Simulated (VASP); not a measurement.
A run of VASP 6.6.1 is set up as follows.

File INCAR:

```
SYSTEM = Si
PREC = Accurate ; ENCUT = 520
EDIFF = 1E-7 ; ISMEAR = 0
SIGMA = 0.02 ; LREAL = .FALSE.
LASPH = .TRUE. ; NELM = 60
ALGO = Normal ; ISIF = 2
LWAVE = .FALSE. ; LCHARG = .FALSE.
GGA = PS ; NBANDS = 16
```

Contents of KPOINTS:

```
Automatic mesh
0
G
  10 10 8
  0 0 0
```

POSCAR

```
Si
1.0
    2.7169170815      2.7169170815      0.0000000000
   -2.7169170815      2.7169170815      0.0000000000
    0.0000000000      0.0000000000      5.4338341630
Si
4
Direct
    0.0000000000      0.5000000000      0.2500000000
    0.0000000000      0.0000000000      0.5000000000
    0.5000000000      0.0000000000      0.7500000000
    0.5000000000      0.5000000000      0.0000000000
```

Potentials or basis: VASP PAW PBE potentials, release 64 (Si).

Command:

```sh
$ cat potpaw_PBE.64/Si/POTCAR > POTCAR
$ mpirun -np 1 vasp_std > vasp.out
```

(1) Estimate the band gap on the k mesh.

(2) What does it give for the pressure?

## Answers

(1) 0.46 eV.

(2) 0.1 GPa.

Caveat: the PAW data sets were made with another functional, which shifts forces and pressure a little.
